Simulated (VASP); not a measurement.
# Re (P6_3/mmc) in VASP: notebook

Re is run at these levels: PBE, PBEsol; tasks: elastic constants, vibrations by perturbation theory.

Program: VASP 6.6.1. These are calculated values, not measurements. Logs are shortened: lines on timing, memory, paths and dates and some standing lists are left out, and cuts for length are marked.

## Step 1: The cell of the first run

The structure is hexagonal, space group P6_3/mmc (No. 194). The conventional cell has a = 2.761 Å, b = 2.761 Å, c = 4.458 Å, α = 90.00°, β = 90.00°, γ = 120.00°. Within 3.6 Å of Re (site symmetry -6m2) lie 12 Re at 2.74 to 2.76 Å.

## Step 2: Elastic constants, PBE

INCAR

```
SYSTEM = Re
PREC = Accurate
ENCUT = 600
EDIFF = 1E-8
ISMEAR = -1
SIGMA = 0.05
LREAL = .FALSE.
LASPH = .TRUE.
NELM = 60
ALGO = Normal
ISIF = 3
LWAVE = .FALSE.
LCHARG = .TRUE.
GGA = PE
NBANDS = 14
IBRION = 6
NFREE = 2
POTIM = 0.015
NSW = 1
```

KPOINTS

```
Automatic mesh
0
G
  9 9 5
  0 0 0
```

POSCAR

```
Re
1.0
    2.7608000000      0.0000000000      0.0000000000
   -1.3804000000      2.3909229348      0.0000000000
    0.0000000000      0.0000000000      4.4582000000
Re
2
Direct
    0.6666666667      0.3333333333      0.7500000000
    0.3333333333      0.6666666667      0.2500000000
```

Potentials or basis: VASP PAW PBE potentials, release 64 (Re).

On the command line:

```console
cat potpaw_PBE.64/Re/POTCAR > POTCAR
mpirun -np 1 vasp_std > vasp.out
```

OUTCAR:

```text
SYSTEM = Re
   PREC = Accurate
   ENCUT = 600
   EDIFF = 1E-8
   ISMEAR = -1
   LREAL = .FALSE.
   LASPH = .TRUE.
   NELM = 60
   ISIF = 3
   GGA = PE
   IBRION = 6
   NFREE = 2
   POTIM = 0.015
   NSW = 1

 ion  position               nearest neighbor table
   1  0.667  0.333  0.750-   2 2.74   2 2.74   2 2.74   2 2.74   2 2.74   2 2.74
   2  0.333  0.667  0.250-   1 2.74   1 2.74   1 2.74   1 2.74   1 2.74   1 2.74

  LATTYP: Found a hexagonal cell.
 ALAT       =     2.7608000000
 C/A-ratio  =     1.6148217908

  Lattice vectors:

 A1 = (   2.7608000000,   0.0000000000,   0.0000000000)
 A2 = (  -1.3804000000,   2.3909229348,   0.0000000000)
 A3 = (   0.0000000000,   0.0000000000,   4.4582000000)

Analysis of symmetry for initial positions (statically):
=====================================================================
 Subroutine PRICEL returns:
 Original cell was already a primitive cell.

 Routine SETGRP: Setting up the symmetry group for a
 hexagonal supercell.

 Subroutine GETGRP returns: Found 24 space group operations
 (whereof 12 operations were pure point group operations)
 out of a pool of 24 trial point group operations.

The static configuration has the point symmetry D_3d.
 The point group associated with its full space group is D_6h.

Analysis of symmetry for dynamics (positions and initial velocities):
=====================================================================
 Subroutine PRICEL returns:
 Original cell was already a primitive cell.

 Routine SETGRP: Setting up the symmetry group for a
 hexagonal supercell.

 Subroutine GETGRP returns: Found 24 space group operations
 (whereof 12 operations were pure point group operations)
 out of a pool of 24 trial point group operations.

The dynamic configuration has the point symmetry D_3d.
 The point group associated with its full space group is D_6h.

 Subroutine INISYM returns: Found 24 space group operations
 (whereof 12 operations are pure point group operations),
 and found     1 'primitive' translations

----------------------------------------------------------------------------------------

                                     Primitive cell

  volume of cell :      29.4280

  direct lattice vectors                    reciprocal lattice vectors
     2.760800000  0.000000000  0.000000000     0.362213851  0.209124264  0.000000000
    -1.380400000  2.390922935  0.000000000     0.000000000  0.418248529  0.000000000
     0.000000000  0.000000000  4.458200000     0.000000000  0.000000000  0.224305774

  length of vectors
     2.760800000  2.760800000  4.458200000     0.418248529  0.418248529  0.224305774

  position of ions in fractional coordinates (direct lattice)
     0.666666667  0.333333333  0.750000000
     0.333333333  0.666666667  0.250000000

  ion indices of the primitive-cell ions
   primitive index   ion index
                 1           1
                 2           2

----------------------------------------------------------------------------------------

 KPOINTS: Automatic mesh

Automatic generation of k-mesh.
 Grid dimensions read from file:
 generate k-points for:    9    9    5

 Generating k-lattice:

  Cartesian coordinates                     Fractional coordinates (reciprocal lattice)
     0.040245983  0.023236029  0.000000000     0.111111111 -0.000000000  0.000000000
     0.000000000  0.046472059  0.000000000     0.000000000  0.111111111  0.000000000
[... 116 lines left out ...]
  in kB       64.6873143     64.6873143     44.4451637      0.0000000     -0.0000000      0.0000000
  external PRESSURE =      57.9399308 kB  Pullay stress =       0.0000000 kB
[... 89 lines left out ...]
  FREE ENERGIE OF THE ION-ELECTRON SYSTEM (eV)
  ---------------------------------------------------
  free  energy   TOTEN  =       -24.8165149075 eV

  energy  without entropy=      -24.7981284542  energy(sigma->0) =      -24.80732168

[... ionic steps 4 to 14 ...]

--------------------------------------- Ionic step       15  -------------------------------------------

 number of electron      14.0000000 magnetization

------------------------ aborting loop because EDIFF is reached ----------------------------------------
[... 67 lines left out ...]
--------------------------------------- Ionic step       17  -------------------------------------------

 number of electron      14.0000000 magnetization

 Free energy of the ion-electron system (eV)
  ---------------------------------------------------
  ext. energy  EPLUGINS =         0.00000000
  ---------------------------------------------------
  free energy    TOTEN  =       -24.84800802 eV

  energy without entropy =      -24.82853457  energy(sigma->0) =      -24.83827130

 E-fermi :   7.8380     XC(G=0): -13.7298

 val. band max:        7.8222734708   @ k =   0.1111   0.1111   0.2000
 cond. band min:       7.8444112945   @ k =   0.4444   0.1111   0.4000
 fundamental gap:      0.0221378236
 Fermi energy:         7.8379585181

 k-point     1 :       0.0000    0.0000    0.0000
  band No.  band energies     occupation
      1      -1.9811      2.00000
      2       1.2626      2.00000
      3       6.3074      2.00000
      4       6.3074      2.00000
      5       6.3077      2.00000
      6       7.1425      2.00000
      7       7.1425      2.00000
      8       8.0764      0.01683
      9       8.0764      0.01683
     10       8.5045      0.00000
     11      11.2517      0.00000
     12      11.2517      0.00000
     13      17.8994      0.00000
     14      22.0318      0.00000
[... 377 lines left out ...]
      1       2.9915      2.00000
      2       3.6637      2.00000
      3       3.6637      2.00000
      4       4.5356      2.00000
      5       5.7333      2.00000
      6       5.7333      2.00000
      7       7.7604      1.64992
      8      10.1760      0.00000
      9      11.1152      0.00000
     10      11.1152      0.00000
     11      14.9960      0.00000
     12      14.9960      0.00000
     13      17.5920      0.00000
     14      21.6898      0.00000

 [... further k-points ...]

------------------------ aborting loop because EDIFF is reached ----------------------------------------

  FORCE on cell =-STRESS in cart. coord.  units (eV):
  Direction    XX          YY          ZZ          XY          YZ          ZX
  --------------------------------------------------------------------------------------
  -------------------------------------------------------------------------------------
  Total        1.1904361      1.1904361      0.8325819      0.0000000     -0.0000000     -0.0000000
  in kB       64.8121750     64.8121750     45.3291419      0.0000000     -0.0000000     -0.0000000
  external PRESSURE =      58.3178307 kB  Pullay stress =       0.0000000 kB
[... 17 lines left out ...]
  FREE ENERGIE OF THE ION-ELECTRON SYSTEM (eV)
  ---------------------------------------------------
  free  energy   TOTEN  =       -24.8480080246 eV

  energy  without entropy=      -24.8285345658  energy(sigma->0) =      -24.83827130

 INTERNAL STRAIN TENSORS FROM STRAINED CELLS
 ============================================

 INTERNAL STRAIN TENSOR FOR ION    1 for displacements in x,y,z  (eV/Angst):
          X           Y           Z          XY          YZ          ZX
  --------------------------------------------------------------------------------
  x     0.00000     0.00000    -0.00000     1.19056     0.00000    -0.00000
  y     1.34108    -1.19681    -0.00000     0.00001    -0.00034     0.00054
  z     0.00000     0.00000     0.00000     0.00000    -0.03533     0.00000

 INTERNAL STRAIN TENSORS FROM DISPLACED ATOMS
 ============================================

 INTERNAL STRAIN TENSOR FOR ION    1 for displacements in x,y,z  (eV/Angst):
          X           Y           Z          XY          YZ          ZX
  --------------------------------------------------------------------------------
  x     0.00000    -0.00000     0.00000     0.98425     0.00000     0.00000
  y     0.98425    -0.98425    -0.00000     0.00000     0.00000     0.00000
  z    -0.00000    -0.00000    -0.00000     0.00000    -0.00000     0.00000

 INTERNAL STRAIN TENSOR FOR ION    2 for displacements in x,y,z  (eV/Angst):
          X           Y           Z          XY          YZ          ZX
  --------------------------------------------------------------------------------
  x     0.00000     0.00000     0.00000    -0.98425     0.00000     0.00000
  y    -0.98425     0.98425     0.00000    -0.00000     0.00000     0.00000
  z     0.00000     0.00000     0.00000     0.00000     0.00000    -0.00000

 Eigenvectors and eigenvalues of the dynamical matrix
 ----------------------------------------------------

   1 f  =    3.706381 THz    23.287876 2PiTHz  123.631549 cm-1    15.328352 meV
             X         Y         Z           dx          dy          dz
      1.380400  0.796974  3.343650     0.000000    0.000000   -0.707107
     -0.000000  1.593949  1.114550    -0.000000   -0.000000    0.707107
[... 16 lines left out ...]
   5 f  =    0.000000 THz     0.000000 2PiTHz    0.000000 cm-1     0.000000 meV
             X         Y         Z           dx          dy          dz
      1.380400  0.796974  3.343650    -0.064423   -0.060853   -0.701532
     -0.000000  1.593949  1.114550    -0.064423   -0.060853   -0.701532

   6 f/i=    0.000000 THz     0.000000 2PiTHz    0.000001 cm-1     0.000000 meV
             X         Y         Z           dx          dy          dz
      1.380400  0.796974  3.343650    -0.117905   -0.693584    0.070991
     -0.000000  1.593949  1.114550    -0.117905   -0.693584    0.070991

--------------------------------------------------------------------------------------------------------

 ELASTIC MODULI CONTR FROM IONIC RELAXATION (kBar)
 Direction    XX          YY          ZZ          XY          YZ          ZX
 --------------------------------------------------------------------------------
 XX         -14.4012     14.4012      0.0000     -0.0000     -0.0000      0.0000
 YY          14.4012    -14.4012     -0.0000      0.0000     -0.0000      0.0000
 ZZ           0.0000     -0.0000     -0.0000      0.0000     -0.0000      0.0000
 XY          -0.0000      0.0000      0.0000    -14.4012      0.0000     -0.0000
 YZ          -0.0000     -0.0000     -0.0000      0.0000     -0.0000      0.0000
 ZX           0.0000      0.0000      0.0000     -0.0000      0.0000     -0.0000
 --------------------------------------------------------------------------------

 TOTAL ELASTIC MODULI (kBar)
 Direction    XX          YY          ZZ          XY          YZ          ZX
 --------------------------------------------------------------------------------
 XX        6643.9348   3043.3320   2112.6577     -0.0000     -0.0000      0.0000
 YY        3043.3320   6643.9348   2112.6577      0.0000     -0.0000      0.0000
 ZZ        2112.6577   2112.6577   7575.1632      0.0000     -0.0000      0.0000
 XY          -0.0000     -0.0000      0.0000   1800.3014      0.0000     -0.0000
 YZ          -0.0000     -0.0000     -0.0000      0.0000   1627.8783      0.0000
 ZX           0.0000      0.0000      0.0000      0.0000      0.0000   1627.8782
 --------------------------------------------------------------------------------
```

It took 4.2 min on 1 thread of Intel Xeon 6975P-C (Granite Rapids), shared host; peak memory 0.24 GiB.

Results:

| Item | Value |
| --- | --- |
| Voigt bulk modulus | 393 GPa |
| Highest phonon frequency at Γ | 124 cm⁻¹ |

Phonon frequencies in cm⁻¹ (negative: imaginary):
| q point | frequencies |
| --- | --- |
| (0.000, 0.000, 0.000) | 0 0 0 103 103 124 |

Elastic tensor in Voigt notation (GPa, in the Cartesian axes of the cell as first typed):
```
664 304 211   0   0   0
304 664 211   0   0   0
211 211 758   0   0   0
  0   0   0 163   0   0
  0   0   0   0 163   0
  0   0   0   0   0 180
```

Clamped-ion elastic tensor (GPa):
```
666 303 211   0   0   0
303 666 211   0   0   0
211 211 758   0   0   0
  0   0   0 163   0   0
  0   0   0   0 163   0
  0   0   0   0   0 181
```

Caveat: the cell is under stress, which shifts elastic constants; spin-orbit coupling is left out, which moves the levels of the heavy elements.

## Step 3: Vibrations by perturbation theory, PBEsol

INCAR

```
PREC = Accurate
ENCUT = 560
EDIFF = 1E-8
ISMEAR = -1
SIGMA = 0.05
LREAL = False
LASPH = True
NELM = 120
ALGO = Normal
ISIF = 2
LWAVE = False
LCHARG = True
GGA = PS
IBRION = 8
NSW = 1
GGA_COMPAT = False
```

KPOINTS

```
Automatic mesh
0
Gamma
  10 10 6
```

POSCAR is that of step 2.

Potentials or basis: VASP PAW PBE potentials, release 64 (Re_sv_GW).

On the command line:

```console
cat potpaw_PBE.64/Re_sv_GW/POTCAR > POTCAR
mpirun -np 1 vasp_std > vasp.out
```

OUTCAR:

```text
PREC = Accurate
   ENCUT = 560
   EDIFF = 1E-8
   ISMEAR = -1
   LREAL = False
   LASPH = True
   NELM = 120
   ISIF = 2
   GGA = PS
   IBRION = 8
   NSW = 1

 ion  position               nearest neighbor table
   1  0.667  0.333  0.750-   2 2.74   2 2.74   2 2.74   2 2.74   2 2.74   2 2.74
   2  0.333  0.667  0.250-   1 2.74   1 2.74   1 2.74   1 2.74   1 2.74   1 2.74

  LATTYP: Found a hexagonal cell.
 ALAT       =     2.7608000000
 C/A-ratio  =     1.6148217908

  Lattice vectors:

 A1 = (   2.7608000000,   0.0000000000,   0.0000000000)
 A2 = (  -1.3804000000,   2.3909229348,   0.0000000000)
 A3 = (   0.0000000000,   0.0000000000,   4.4582000000)

Analysis of symmetry for initial positions (statically):
=====================================================================
 Subroutine PRICEL returns:
 Original cell was already a primitive cell.

 Routine SETGRP: Setting up the symmetry group for a
 hexagonal supercell.

 Subroutine GETGRP returns: Found 24 space group operations
[... 756 lines left out ...]

 INTERNAL STRAIN TENSOR  FOR ION    1  DIRECTION 3   (eV/Angst):
 -----------------------------------------------------------------------------
     0.00063  0.00000 -0.00000
    -0.00000  0.00063  0.00000
     0.00000  0.00000 -0.00067

 INTERNAL STRAIN TENSOR FOR ION    2 for displacements in x,y,z  (eV/Angst):
          X           Y           Z          XY          YZ          ZX
  --------------------------------------------------------------------------------
  x     0.00000    -0.00000     0.00000    -2.78781     0.00000     0.00000
  y    -2.78781     2.78781     0.00000     0.00000     0.00000     0.00000
  z    -0.00000     0.00000    -0.00000     0.00000     0.00000     0.00000

 SECOND DERIVATIVES (NOT SYMMETRIZED)
 ------------------------------------
               1X          1Y          1Z          2X          2Y          2Z
  1X    -5.790994    0.000000    0.000000    5.790994    0.000000    0.000000
  1Y     0.000000   -5.790994    0.000000    0.000000    5.790994    0.000000
  1Z     0.000000    0.000000   -0.585387    0.000000    0.000000    0.585387
  2X     5.790994    0.000000    0.000000   -5.790994    0.000000    0.000000
  2Y     0.000000    5.790994    0.000000    0.000000   -5.790994    0.000000
  2Z     0.000000    0.000000    0.585387    0.000000    0.000000   -0.585387

 Eigenvectors and eigenvalues of the dynamical matrix
 ----------------------------------------------------

   1 f  =    3.898920 THz    24.497635 2PiTHz  130.053962 cm-1    16.124629 meV
             X         Y         Z           dx          dy          dz
      1.380400  0.796974  3.343650     0.000000    0.707107    0.000000
     -0.000000  1.593949  1.114550     0.000000   -0.707107    0.000000
[... 21 lines left out ...]
   6 f  =    0.000000 THz     0.000000 2PiTHz    0.000000 cm-1     0.000000 meV
             X         Y         Z           dx          dy          dz
      1.380400  0.796974  3.343650     0.000000    0.000000    0.707107
     -0.000000  1.593949  1.114550     0.000000    0.000000    0.707107

--------------------------------------------------------------------------------------------------------

 ELASTIC MODULI CONTR FROM IONIC RELAXATION (kBar)
 Direction    XX          YY          ZZ          XY          YZ          ZX
 --------------------------------------------------------------------------------
 XX         -73.0673     73.0673     -0.0000      0.0000      0.0000      0.0000
 YY          73.0673    -73.0673      0.0000     -0.0000      0.0000     -0.0000
 ZZ          -0.0000      0.0000     -0.0000      0.0000      0.0000      0.0000
 XY           0.0000     -0.0000      0.0000    -73.0673      0.0000     -0.0000
 YZ           0.0000      0.0000      0.0000      0.0000      0.0000      0.0000
 ZX           0.0000     -0.0000      0.0000     -0.0000      0.0000     -0.0000
 --------------------------------------------------------------------------------
```

Wall time 3.4 min (1 thread of Intel Xeon 6975P-C (Granite Rapids), shared host); peak memory 0.39 GiB.

Results:

```yaml
Highest_phonon_frequency_at_Γ: 130 cm⁻¹
```

Phonon frequencies in cm⁻¹ (negative: imaginary):
```csv
q point,frequencies
"(0.000, 0.000, 0.000)",0 0 0 41 130 130
```

Caveat: the cell stands under pressure or tension, which shifts response properties; the PAW data sets were made with another functional, which shifts forces and pressure a little; spin-orbit coupling is left out, which moves the levels of the heavy elements.
